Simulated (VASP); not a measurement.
# ZrH2Br (P6_3mc) in VASP: a series of runs, part 3 of 3

VASP 6.6.1.

### 4 Single point, PBE

The input, INCAR:

```
SYSTEM = ZrH2Br
PREC     = Accurate       ! precision mode
ENCUT    = 520            ! plane-wave cutoff, eV
EDIFF    = 1E-7           ! SCF threshold, eV
ISMEAR   = 0              ! smearing method
SIGMA    = 0.1            ! smearing width, eV
LREAL    = .False.        ! projectors in reciprocal space
LASPH    = .True.         ! aspherical terms in the spheres
NELM     = 80             ! most SCF steps
ALGO     = Normal         ! electronic algorithm
ISIF     = 2              ! what is computed and relaxed
LWAVE    = .False.        ! write WAVECAR
LCHARG   = .False.        ! write CHGCAR
GGA      = PE             ! functional
NBANDS   = 31             ! bands
```

The input, KPOINTS:

```
Automatic mesh
0
Gamma
  12 12 4
  0 0 0
```

The input, POSCAR:

```
ZrH2Br
1.0
    3.5071477873      0.0000000000      0.0000000000
   -1.7535738937      3.0372790786      0.0000000000
    0.0000000000      0.0000000000      9.9298843175
Zr H Br
2 4 2
Direct
    0.6666666667      0.3333333333      0.7234441944
    0.3333333333      0.6666666667      0.2234441944
    0.6666666667      0.3333333333      0.2839927259
    0.0000000000      0.0000000000      0.7267687250
    0.0000000000      0.0000000000      0.2267687250
    0.3333333333      0.6666666667      0.7839927259
    0.6666666667      0.3333333333      0.0068543648
    0.3333333333      0.6666666667      0.5068543648
```

Potentials or basis: VASP PAW PBE potentials, release 64 (Zr_sv, H, Br).

Command:

```
cat potpaw_PBE.64/Zr_sv/POTCAR potpaw_PBE.64/H/POTCAR potpaw_PBE.64/Br/POTCAR > POTCAR
mpirun -np 1 vasp_std > vasp.out
```

OUTCAR:

```text
SYSTEM = ZrH2Br
   PREC = Accurate
   ENCUT = 520
   EDIFF = 1E-7
   ISMEAR = 0
   LREAL = .False.
   LASPH = .True.
   NELM = 80
   ISIF = 2
   GGA = PE

 ion  position               nearest neighbor table
   1  0.667  0.333  0.723-   4 2.03   4 2.03   4 2.03   6 2.11   6 2.11   6 2.11   7 2.81   8 2.95
                             8 2.95   8 2.95
   2  0.333  0.667  0.223-   5 2.03   5 2.03   5 2.03   3 2.11   3 2.11   3 2.11   8 2.81   7 2.95
                             7 2.95   7 2.95
   3  0.667  0.333  0.284-   2 2.11   2 2.11   2 2.11
   4  0.000  0.000  0.727-   1 2.03   1 2.03   1 2.03
   5  0.000  0.000  0.227-   2 2.03   2 2.03   2 2.03
   6  0.333  0.667  0.784-   1 2.11   1 2.11   1 2.11
   7  0.667  0.333  0.007-   1 2.81   2 2.95   2 2.95   2 2.95
   8  0.333  0.667  0.507-   2 2.81   1 2.95   1 2.95   1 2.95

  LATTYP: Found a hexagonal cell.
 ALAT       =     3.5071477873
 C/A-ratio  =     2.8313275972

  Lattice vectors:

 A1 = (   3.5071477873,   0.0000000000,   0.0000000000)
 A2 = (  -1.7535738937,   3.0372790786,   0.0000000000)
 A3 = (   0.0000000000,   0.0000000000,   9.9298843175)

Analysis of symmetry for initial positions (statically):
=====================================================================
 Subroutine PRICEL returns:
 Original cell was already a primitive cell.

 Routine SETGRP: Setting up the symmetry group for a
 hexagonal supercell.

 Subroutine GETGRP returns: Found 12 space group operations
 (whereof  6 operations were pure point group operations)
 out of a pool of 24 trial point group operations.

The static configuration has the point symmetry C_3v.
 The point group associated with its full space group is C_6v.

Analysis of symmetry for dynamics (positions and initial velocities):
=====================================================================
 Subroutine PRICEL returns:
 Original cell was already a primitive cell.

 Routine SETGRP: Setting up the symmetry group for a
 hexagonal supercell.
[... 138 lines left out ...]
     AMIX_MAG =   1.60;   BMIX_MAG =  1.00
  volume/ion in A,a.u.               =      13.22        89.23
  Fermi-wavevector in a.u.,A,eV,Ry     =   1.203271  2.273853 19.699361  1.447862
  Thomas-Fermi vector in A             =   2.339030
   LORBIT       =      0    0 simple, 1 ext, 2 COOP (PROOUT), +10 PAW based schemes
   GGA     = PE    functional components
   LHFCALC =     F    Hartree Fock is set to
   AEXX    =    0.0000 exact exchange contribution
   IVDW    =     0    specifies the selected vdW correction
   LEPSILON=     F    determine dielectric tensor
   LRPA    =     F    only Hartree local field effects (RPA)
 non-spin polarized calculation
 Gauss-broadening in eV      SIGMA  =   0.10
  energy-cutoff  :      520.00
  volume of cell :      105.77
 maximum number of plane-waves:      2905
 NGX is ok and might be reduce to    28
   NGX = 13   NGY = 13   NGZ = 37

 number of electron      41.9999996 magnetization

 Free energy of the ion-electron system (eV)
  ---------------------------------------------------
  ext. energy  EPLUGINS =         0.00000000
  ---------------------------------------------------
  free energy    TOTEN  =       -38.34598882 eV

  energy without entropy =      -38.33142810  energy(sigma->0) =      -38.33870846

 E-fermi :   7.1508     XC(G=0): -10.3129

 val. band max:        7.1443393277   @ k =   0.3333   0.2500   0.5000
 cond. band min:       7.1629458332   @ k =   0.5000   0.0000   0.2500
 fundamental gap:      0.0186065055
 Fermi energy:         7.1508141336

 k-point     1 :       0.0000    0.0000    0.0000
  band No.  band energies     occupation
      1     -43.0738      2.00000
      2     -43.0737      2.00000
      3     -21.2821      2.00000
      4     -21.2617      2.00000
      5     -20.8785      2.00000
      6     -20.8785      2.00000
[... 805 lines left out ...]
     30      12.0971      0.00000
     31      12.3495      0.00000

 [... further k-points ...]
[... 5 lines left out ...]
  --------------------------------------------------------------------------------------
  -------------------------------------------------------------------------------------
  Total        0.0159598      0.0159598     -0.0337715     -0.0000000      0.0000000      0.0000000
  in kB        0.2417440      0.2417440     -0.5115375     -0.0000000      0.0000000      0.0000000
  external PRESSURE =      -0.0093498 kB  Pullay stress =       0.0000000 kB

 VOLUME and BASIS-vectors are now :
 -----------------------------------------------------------------------------
  energy-cutoff  :      520.00
  volume of cell :      105.77
      direct lattice vectors                 reciprocal lattice vectors
     3.507147787  0.000000000  0.000000000     0.285131982  0.164621027  0.000000000
    -1.753573894  3.037279079  0.000000000     0.000000000  0.329242053  0.000000000
     0.000000000  0.000000000  9.929884317     0.000000000  0.000000000  0.100706108

 POSITION                                       TOTAL-FORCE (eV/Angst)
 -----------------------------------------------------------------------------------
      1.75357      1.01243      7.18372         0.000000     -0.000000      0.006936
     -0.00000      2.02485      2.21878        -0.000000      0.000000      0.006936
      1.75357      1.01243      2.82001         0.000000     -0.000000      0.002269
      0.00000      0.00000      7.21673         0.000000     -0.000000      0.001935
      0.00000      0.00000      2.25179         0.000000      0.000000      0.001935
     -0.00000      2.02485      7.78496        -0.000000      0.000000      0.002269
      1.75357      1.01243      0.06806         0.000000      0.000000     -0.011140
     -0.00000      2.02485      5.03301        -0.000000      0.000000     -0.011140
 -----------------------------------------------------------------------------------
    total drift:                               -0.000000      0.000000      0.000272

  FREE ENERGIE OF THE ION-ELECTRON SYSTEM (eV)
  ---------------------------------------------------
  free  energy   TOTEN  =       -38.3459888164 eV

  energy  without entropy=      -38.3314280991  energy(sigma->0) =      -38.33870846
```

OSZICAR:

```text
N       E                     dE             d eps       ncg     rms          rms(c)
DAV:   1     0.333271407024E+03    0.33327E+03   -0.20986E+04  3534   0.128E+03
DAV:   2    -0.151402697357E+02   -0.34841E+03   -0.33930E+03  4314   0.336E+02
DAV:   3    -0.407602787773E+02   -0.25620E+02   -0.25329E+02  5766   0.758E+01
DAV:   4    -0.419460640645E+02   -0.11858E+01   -0.11811E+01  4998   0.143E+01
DAV:   5    -0.419873931902E+02   -0.41329E-01   -0.41327E-01  5002   0.184E+00    0.218E+01
DAV:   6    -0.388358550813E+02    0.31515E+01   -0.40918E+00  4087   0.110E+01    0.867E+00
DAV:   7    -0.383393869598E+02    0.49647E+00   -0.22543E+00  5131   0.712E+00    0.169E+00
DAV:   8    -0.383467563304E+02   -0.73694E-02   -0.26203E-01  4305   0.285E+00    0.109E+00
DAV:   9    -0.383463546195E+02    0.40171E-03   -0.19543E-02  4540   0.786E-01    0.349E-01
DAV:  10    -0.383459911851E+02    0.36343E-03   -0.47706E-03  4151   0.404E-01    0.836E-02
DAV:  11    -0.383459810283E+02    0.10157E-04   -0.32803E-04  4510   0.117E-01    0.429E-02
DAV:  12    -0.383459854571E+02   -0.44288E-05   -0.86009E-05  4380   0.403E-02    0.896E-03
DAV:  13    -0.383459885763E+02   -0.31193E-05   -0.74196E-06  4774   0.149E-02    0.390E-03
DAV:  14    -0.383459887972E+02   -0.22087E-06   -0.18681E-06  4346   0.770E-03    0.169E-03
DAV:  15    -0.383459888164E+02   -0.19150E-07   -0.19375E-07  3568   0.203E-03
   1 F= -.38345989E+02 E0= -.38338708E+02  d E =-.145607E-01
```

Run time: 4.6 min. Hardware: 1 thread of Intel Xeon Platinum 8175M at 2.50GHz (Skylake/Cascade Lake), shared host; peak memory 0.35 GiB.

What came out:

```yaml
Free_energy: -38.3460 eV
Pressure: 0.0 GPa
Largest_force: 0.011 eV/Å
Band_gap_on_the_k_mesh: zero (band 21 reaches 7.52 eV, above the bottom of band 22 at 6.58 eV)
```

Forces on the atoms (eV/Å):
```
Zr   0.000  0.000  0.007
Zr   0.000  0.000  0.007
H    0.000  0.000  0.002
H    0.000  0.000  0.002
H    0.000  0.000  0.002
H    0.000  0.000  0.002
Br   0.000  0.000 -0.011
Br   0.000  0.000 -0.011
```

Levels at points of the mesh, in eV from the Fermi level:
```csv
k point,band 17,band 18,band 19,band 20,band 21,band 22,band 23,band 24,band 25,band 26
"(0.00, 0.00, 0.00)",-3.28,-3.28,-1.18,-0.93,-0.58,-0.58,-0.44,-0.44,1.11,1.11
"(0.50, 0.00, 0.00)",-4.57,-4.32,-4.31,-4.01,-0.22,0.13,0.62,1.84,2.28,2.36
"(0.00, 0.00, 0.50)",-3.37,-3.37,-1.05,-1.05,-0.51,-0.51,-0.51,-0.51,1.23,1.23
"(0.50, 0.00, 0.50)",-4.55,-4.55,-4.17,-4.17,0.37,0.37,1.18,1.18,1.73,1.73
```

### 5 Summary

```csv
cell,k mesh,gap on the mesh (eV),pressure (GPa),largest force (eV/Å)
"a = 3.517, b = 3.517, c = 9.863 Å, angles 90.0, 90.0, 120.0°, 8 atoms",6 × 6 × 2,none,0.0,0.02
"a = 3.342, b = 3.342, c = 11.811 Å, angles 90.0, 90.0, 120.0°, 8 atoms",6 × 6 × 2,none,-7.0,2.10
"a = 3.507, b = 3.507, c = 9.930 Å, angles 90.0, 90.0, 120.0°, 8 atoms",12 × 12 × 4,none,0.0,0.01
```

Alike in all rows: task single point; level PBE; potentials or basis VASP PAW PBE potentials, release 64 (Zr_sv, H, Br); no spin polarisation; cutoff (eV) 520; smearing gaussian 0.1 eV.

Caveats: some runs use coarse meshes; forces of over 1 eV/Å act on the atoms, so gaps and moduli don't describe the material at rest (some runs).

Absolute energies hang on the potentials; compare differences alone.
